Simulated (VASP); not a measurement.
System: B32N31 (a cell with a defect).

```
CELL_PARAMETERS angstrom
7.21159 0.00000 0.00000
0.00000 7.21159 0.00000
0.00000 0.00000 7.21159
ATOMIC_POSITIONS crystal
B 0.00053 0.00074 0.99996
B 0.00027 0.00044 0.49994
B 0.00027 0.50071 0.99967
B 0.99948 0.50074 0.49996
B 0.50058 0.00038 0.99960
B 0.50057 0.99967 0.49993
B 0.50057 0.50071 0.99890
B 0.48886 0.48938 0.48858
B 0.25028 0.25046 0.99894
B 0.24910 0.24924 0.49893
B 0.25126 0.75068 0.99907
B 0.25142 0.74852 0.49893
B 0.75057 0.25139 0.99909
B 0.74828 0.25173 0.49901
B 0.75065 0.75081 0.00074
B 0.75298 0.75306 0.50481
B 0.25028 0.99972 0.24968
B 0.25125 0.99985 0.74991
B 0.24910 0.49971 0.24846
B 0.25142 0.49971 0.74775
B 0.75057 0.99987 0.25061
B 0.75066 0.00151 0.75004
B 0.74828 0.49979 0.25095
B 0.75300 0.50557 0.75231
B 0.99953 0.25046 0.24968
B 0.99968 0.25141 0.74996
B 0.99968 0.75073 0.25063
B 0.00135 0.75080 0.75002
B 0.49953 0.24932 0.24854
B 0.49962 0.25167 0.74770
B 0.49962 0.74848 0.25088
B 0.50530 0.75288 0.75211
N 0.12540 0.12558 0.12481
N 0.12469 0.12482 0.62433
N 0.12469 0.62511 0.12404
N 0.12589 0.62570 0.62491
N 0.62499 0.12483 0.12405
N 0.62544 0.12612 0.62491
N 0.62544 0.62569 0.12534
N 0.37520 0.37540 0.12345
N 0.37277 0.37299 0.62328
N 0.37606 0.87502 0.12481
N 0.37962 0.87234 0.62402
N 0.87486 0.37619 0.12488
N 0.87221 0.37981 0.62410
N 0.87551 0.87574 0.12582
N 0.87621 0.87634 0.62610
N 0.37519 0.12423 0.37462
N 0.37605 0.12559 0.87424
N 0.37277 0.62406 0.37220
N 0.37963 0.62480 0.87157
N 0.87486 0.12565 0.37541
N 0.87552 0.12659 0.87497
N 0.87221 0.62487 0.37904
N 0.87622 0.62687 0.87557
N 0.12407 0.37538 0.37460
N 0.12544 0.37618 0.87429
N 0.12544 0.87507 0.37540
N 0.12646 0.87570 0.87491
N 0.62379 0.37315 0.37237
N 0.62473 0.37976 0.87162
N 0.62473 0.87240 0.37897
N 0.62677 0.87615 0.87538
```

Base run:

- Program: VASP 6.6.1
- Functional: PBEsol
- Potentials or basis: VASP PAW PBE potentials, release 64 (B, N)
- Cutoff: 520 eV
- k mesh: 1 × 1 × 1, shifted
- Occupations: fermi-dirac, width 0.05 eV
- Spin: collinear spin

Its results: band gap on the k mesh 0.83 eV; pressure -0.5 GPa; net moment 1.00 μB per cell; site moments B +0.00, +0.01, +0.34, +0.02, -0.00 (each value once); N +0.00, -0.00, +0.01 (each value once) μB; largest force 0.024 eV/Å.

Q: The run is repeated on the same cell with these changes: functional from PBEsol to HSE06. What comes out?

A: Band gap on the k mesh 2.01 eV; pressure -4.3 GPa; net moment 1.00 μB per cell; site moments B +0.00, +0.01, +0.38, -0.00, +0.02 (each value once); N +0.00, -0.00, +0.01 (each value once) μB; largest force 0.151 eV/Å.

Caveats: the PAW data sets were made with another functional, which shifts forces and pressure a little.

A k mesh can miss the band edges.
